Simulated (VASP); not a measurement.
# Bi (Im-3m) in VASP: notebook

Bi is run at these levels: PBEsol; tasks: single point.

All numbers are computed with VASP 6.6.1; they aren't measurements. Logs are shortened: lines on timing, memory, paths and dates and some standing lists are left out, and cuts for length are marked.

## 1. The cell of the first run

Symmetry: Im-3m, No. 229, cubic system. The conventional cell has a = 4.068 Å, b = 4.068 Å, c = 4.068 Å, α = 90.00°, β = 90.00°, γ = 90.00°. Within 4.6 Å of Bi (site symmetry m-3m) lie 14 Bi at 3.52 to 4.07 Å.

## 2. Single point, PBEsol

Input file INCAR:

```
PREC = Accurate
ENCUT = 520
EDIFF = 1E-6
ISMEAR = -1
SIGMA = 0.1
LREAL = F
LASPH = T
NELM = 60
ALGO = Normal
ISIF = 2
LWAVE = F
LCHARG = T
GGA = PS
LELF = T
LVHAR = T
NBANDS = 14
```

Input file KPOINTS:

```
Automatic mesh
0
Gamma
  6 6 6
```

Input file POSCAR:

```
Bi
1.0
   -2.0338450000      2.0338450000      2.0338450000
    2.0338450000     -2.0338450000      2.0338450000
    2.0338450000      2.0338450000     -2.0338450000
Bi
1
Direct
    0.0000000000      0.0000000000      0.0000000000
```

Potentials or basis: VASP PAW PBE potentials, release 64 (Bi_d).

On the command line:

```console
cat potpaw_PBE.64/Bi_d/POTCAR > POTCAR
mpirun -np 1 vasp_std > vasp.out
```

OUTCAR:

```text
PREC = Accurate
   ENCUT = 520
   EDIFF = 1E-6
   ISMEAR = -1
   LREAL = F
   LASPH = T
   NELM = 60
   ISIF = 2
   GGA = PS

 ion  position               nearest neighbor table
   1  0.000  0.000  0.000-

  LATTYP: Found a body centered cubic cell.
 ALAT       =     4.0676900000

  Lattice vectors:

 A1 = (  -2.0338450000,   2.0338450000,   2.0338450000)
 A2 = (   2.0338450000,  -2.0338450000,   2.0338450000)
 A3 = (   2.0338450000,   2.0338450000,  -2.0338450000)

Analysis of symmetry for initial positions (statically):
=====================================================================
 Subroutine PRICEL returns:
 Original cell was already a primitive cell.

 Routine SETGRP: Setting up the symmetry group for a
 body centered cubic supercell.

 Subroutine GETGRP returns: Found 48 space group operations
[... 9 lines left out ...]

 Routine SETGRP: Setting up the symmetry group for a
 body centered cubic supercell.

 Subroutine GETGRP returns: Found 48 space group operations
[... 11 lines left out ...]
                                     Primitive cell

  volume of cell :      33.6522

  direct lattice vectors                    reciprocal lattice vectors
    -2.033845000  2.033845000  2.033845000     0.000000000  0.245839776  0.245839776
     2.033845000 -2.033845000  2.033845000     0.245839776  0.000000000  0.245839776
     2.033845000  2.033845000 -2.033845000     0.245839776  0.245839776  0.000000000

  length of vectors
     3.522722875  3.522722875  3.522722875     0.347669946  0.347669946  0.347669946

  position of ions in fractional coordinates (direct lattice)
     0.000000000  0.000000000  0.000000000

  ion indices of the primitive-cell ions
   primitive index   ion index
                 1           1

----------------------------------------------------------------------------------------

 KPOINTS: Automatic mesh

Automatic generation of k-mesh.
 Grid dimensions read from file:
 generate k-points for:    6    6    6

 Generating k-lattice:

  Cartesian coordinates                     Fractional coordinates (reciprocal lattice)
     0.000000000  0.040973296  0.040973296     0.166666667  0.000000000  0.000000000
     0.040973296  0.000000000  0.040973296     0.000000000  0.166666667  0.000000000
     0.040973296  0.040973296  0.000000000     0.000000000  0.000000000  0.166666667

  Length of vectors
     0.057944991  0.057944991  0.057944991

  Shift w.r.t. Gamma in fractional coordinates (k-lattice)
     0.000000000  0.000000000  0.000000000

 Subroutine IBZKPT returns following result:
 ===========================================

 Found     16 irreducible k-points:

 Following reciprocal coordinates:
            Coordinates               Weight
  0.000000  0.000000  0.000000      1.000000
  0.166667  0.000000  0.000000     12.000000
  0.333333  0.000000  0.000000     12.000000
  0.500000  0.000000  0.000000      6.000000
  0.166667  0.166667  0.000000     24.000000
  0.333333  0.166667  0.000000     48.000000
[... 8 lines left out ...]
  0.500000  0.500000  0.333333     12.000000
  0.500000  0.500000  0.500000      1.000000
   k-points           NKPTS =     16   k-points in BZ     NKDIM =     16   number of bands    NBANDS=     14
   number of dos      NEDOS =    301   number of ions     NIONS =      1
   total plane-waves  NPLWV =  21952
   dimension x,y,z NGX =    28 NGY =   28 NGZ =   28
   dimension x,y,z NGXF=    56 NGYF=   56 NGZF=   56
   ions per type =               1
   NGX,Y,Z   is equivalent  to a cutoff of  13.21, 13.21, 13.21 a.u.
   NGXF,Y,Z  is equivalent  to a cutoff of  26.43, 26.43, 26.43 a.u.
 SYSTEM =  unknown system
   PREC   = accura    normal or accurate (medium, high low for compatibility)
   ISTART =      0    job   : 0-new  1-cont  2-samecut
   ICHARG =      2    charge: 1-file 2-atom 10-const
   ISPIN  =      1    spin polarized calculation?
   LNONCOLLINEAR =      F non collinear calculations
   LSORBIT =      F    spin-orbit coupling
   LASPH  =      T    aspherical Exc in radial PAW
   ENCUT  =  520.0 eV  38.22 Ry    6.18 a.u.   6.55  6.55  6.55*2*pi/ulx,y,z
   NELM   =     60;   NELMIN=  2; NELMDL= -5     # of ELM steps
   EDIFF  = 0.1E-05   stopping-criterion for ELM
   LREAL  =      F    real-space projection
   EDIFFG = 0.1E-04   stopping-criterion for IOM
   NSW    =      0    number of steps for IOM
   IBRION =     -1    ionic relax: 0-MD 1-quasi-New 2-CG
   NFREE  =      0    steps in history (QN), initial steepest desc. (CG)
   ISIF   =      2    stress and relaxation
   ISYM   =      2    0-nonsym 1-usesym 2-fastsym
   POTIM  = 0.5000    time-step for ionic-motion
   TEBEG  =    0.0;   TEEND  =   0.0 temperature during run
   PSTRESS=    0.0 pullay stress
   NELECT =      15.0000    total number of electrons
   NUPDOWN=      -1.0000    fix difference up-down
   EMIN   =  10.00;   EMAX   =-10.00  energy-range for DOS
   EFERMI =   0.00;   METHOD = LEGACY
   ISMEAR =    -1;   SIGMA  =   0.10  broadening in eV -4-tet -1-fermi 0-gaus
   EFERMI_NEDOS =   21; number of points for ismear=-14 and -15
   IALGO  =     38    algorithm
   IMIX   =      4    mixing-type and parameters
     AMIX     =   0.40;   BMIX     =  1.00
     AMIX_MAG =   1.60;   BMIX_MAG =  1.00
  volume/ion in A,a.u.               =      33.65       227.10
  Fermi-wavevector in a.u.,A,eV,Ry     =   1.250549  2.363195 21.277783  1.563873
  Thomas-Fermi vector in A             =   2.384538
   LORBIT       =      0    0 simple, 1 ext, 2 COOP (PROOUT), +10 PAW based schemes
   GGA     = PS    functional components
   LHFCALC =     F    Hartree Fock is set to
   AEXX    =    0.0000 exact exchange contribution
   IVDW    =     0    specifies the selected vdW correction
   LEPSILON=     F    determine dielectric tensor
   LRPA    =     F    only Hartree local field effects (RPA)
 non-spin polarized calculation
  energy-cutoff  :      520.00
  volume of cell :       33.65
 maximum number of plane-waves:       935
 NGX is ok and might be reduce to    28
   NGX = 13   NGY = 13   NGZ = 13

 number of electron      15.0000005 magnetization

 Free energy of the ion-electron system (eV)
  ---------------------------------------------------
  ext. energy  EPLUGINS =         0.00000000
  ---------------------------------------------------
  free energy    TOTEN  =        -4.15709077 eV

  energy without entropy =       -4.12184110  energy(sigma->0) =       -4.13946593

 E-fermi :   6.6122     XC(G=0): -10.0710

 val. band max:        6.5370207902   @ k =   0.3333   0.1667   0.1667
 cond. band min:       6.9860521902   @ k =   0.1667   0.1667   0.1667
 fundamental gap:      0.4490314000
 Fermi energy:         6.6122293447

 k-point     1 :       0.0000    0.0000    0.0000
  band No.  band energies     occupation
      1     -16.0942      2.00000
      2     -16.0942      2.00000
      3     -16.0942      2.00000
      4     -15.9950      2.00000
      5     -15.9950      2.00000
      6      -6.2141      2.00000
      7      11.3833      0.00000
      8      11.3833      0.00000
      9      11.3833      0.00000
     10      14.9477      0.00000
     11      17.2477      0.00000
     12      17.2477      0.00000
     13      17.2477      0.00000
     14      18.0218      0.00000

 k-point     2 :       0.1667    0.0000    0.0000
  band No.  band energies     occupation
      1     -16.1016      2.00000
      2     -16.0813      2.00000
      3     -16.0537      2.00000
      4     -16.0031      2.00000
      5     -15.9967      2.00000
      6      -5.7629      2.00000
      7       8.0949      0.00000
      8      10.2998      0.00000
      9      11.0357      0.00000
     10      14.5698      0.00000
     11      15.6656      0.00000
     12      16.8930      0.00000
     13      17.5220      0.00000
     14      19.6809      0.00000

 k-point     3 :       0.3333    0.0000    0.0000
  band No.  band energies     occupation
      1     -16.1164      2.00000
      2     -16.0692      2.00000
      3     -16.0070      2.00000
      4     -15.9998      2.00000
      5     -15.9715      2.00000
      6      -4.5485      2.00000
      7       4.1152      2.00000
      8       8.8171      0.00000
      9      10.3459      0.00000
     10      12.9938      0.00000
     11      14.5487      0.00000
     12      17.7125      0.00000
     13      19.0452      0.00000
     14      23.1276      0.00000

 k-point     4 :       0.5000    0.0000    0.0000
  band No.  band energies     occupation
      1     -16.1238      2.00000
      2     -16.0728      2.00000
      3     -16.0014      2.00000
      4     -16.0000      2.00000
      5     -15.9297      2.00000
      6      -3.5859      2.00000
      7       2.1681      2.00000
      8       8.2352      0.00000
      9      10.0234      0.00000
     10      12.4957      0.00000
     11      14.1805      0.00000
     12      18.7668      0.00000
     13      20.1317      0.00000
     14      22.4273      0.00000

 k-point     5 :       0.1667    0.1667    0.0000
  band No.  band energies     occupation
      1     -16.1003      2.00000
      2     -16.0733      2.00000
      3     -16.0113      2.00000
      4     -16.0030      2.00000
      5     -15.9944      2.00000
      6      -4.9199      2.00000
      7       5.5202      1.99996
      8       8.1929      0.00000
      9      10.0022      0.00000
     10      14.5864      0.00000
     11      15.4023      0.00000
[... 140 lines left out ...]
 k-point    14 :      -0.3333    0.3333    0.3333
  band No.  band energies     occupation
      1     -16.0731      2.00000
      2     -16.0517      2.00000
      3     -15.9893      2.00000
      4     -15.9893      2.00000
      5     -15.9819      2.00000
      6      -3.1196      2.00000
      7       4.8894      2.00000
      8       6.2763      1.93280
      9       6.2763      1.93280
     10      11.2242      0.00000
     11      14.8563      0.00000
     12      20.1125      0.00000
     13      20.1125      0.00000
     14      20.2290      0.00000

 k-point    15 :       0.5000    0.5000    0.3333
  band No.  band energies     occupation
      1     -16.0836      2.00000
      2     -16.0757      2.00000
      3     -15.9903      2.00000
      4     -15.9677      2.00000
      5     -15.9410      2.00000
      6      -2.3841      2.00000
      7       4.0632      2.00000
      8       5.7208      1.99973
      9       6.1651      1.97740
     10      11.4997      0.00000
     11      12.3819      0.00000
     12      19.7405      0.00000
     13      19.9213      0.00000
     14      23.2395      0.00000

 k-point    16 :       0.5000    0.5000    0.5000
  band No.  band energies     occupation
      1     -16.0999      2.00000
      2     -16.0999      2.00000
      3     -15.9447      2.00000
      4     -15.9447      2.00000
      5     -15.9447      2.00000
      6      -1.8076      2.00000
      7       5.1668      2.00000
      8       5.1668      2.00000
      9       5.1668      2.00000
     10      10.3974      0.00000
     11      10.3974      0.00000
     12      21.9542      0.00000
     13      23.7220      0.00000
     14      23.7220      0.00000

------------------------ aborting loop because EDIFF is reached ----------------------------------------

  FORCE on cell =-STRESS in cart. coord.  units (eV):
  Direction    XX          YY          ZZ          XY          YZ          ZX
  --------------------------------------------------------------------------------------
  -------------------------------------------------------------------------------------
  Total       -1.1186938     -1.1186938     -1.1186938      0.0000000     -0.0000000      0.0000000
  in kB      -53.2608708    -53.2608708    -53.2608708      0.0000000     -0.0000000      0.0000000
  external PRESSURE =     -53.2608708 kB  Pullay stress =       0.0000000 kB

 VOLUME and BASIS-vectors are now :
 -----------------------------------------------------------------------------
  energy-cutoff  :      520.00
  volume of cell :       33.65
      direct lattice vectors                 reciprocal lattice vectors
    -2.033845000  2.033845000  2.033845000     0.000000000  0.245839776  0.245839776
     2.033845000 -2.033845000  2.033845000     0.245839776  0.000000000  0.245839776
     2.033845000  2.033845000 -2.033845000     0.245839776  0.245839776  0.000000000

 POSITION                                       TOTAL-FORCE (eV/Angst)
 -----------------------------------------------------------------------------------
      0.00000      0.00000      0.00000         0.000000      0.000000     -0.000000
 -----------------------------------------------------------------------------------
    total drift:                               -0.000000     -0.000000     -0.000000

  FREE ENERGIE OF THE ION-ELECTRON SYSTEM (eV)
  ---------------------------------------------------
  free  energy   TOTEN  =        -4.1570907678 eV

  energy  without entropy=       -4.1218410951  energy(sigma->0) =       -4.13946593
```

Run time: 7.8 s. Hardware: 1 thread of Intel Xeon 8259CL, shared host; peak memory 0.15 GiB.

What came out:

- Free energy: -4.1571 eV
- Pressure: -5.3 GPa

Levels at points of the mesh, in eV from the Fermi level:
```csv
k point,band 4,band 5,band 6,band 7,band 8,band 9,band 10,band 11
"(0.00, 0.00, 0.00)",-22.61,-22.61,-12.83,4.77,4.77,4.77,8.34,10.64
"(0.50, 0.00, 0.00)",-22.61,-22.54,-10.20,-4.44,1.62,3.41,5.88,7.57
"(0.50, 0.50, 0.50)",-22.56,-22.56,-8.42,-1.45,-1.45,-1.45,3.79,3.79
```

Caveat: the k points lie up to 0.36 Å⁻¹ apart; the PAW data sets were made with another functional, which shifts forces and pressure a little; spin-orbit coupling is left out, which moves the levels of the heavy elements.

(Part 1 of 2 ends here.)
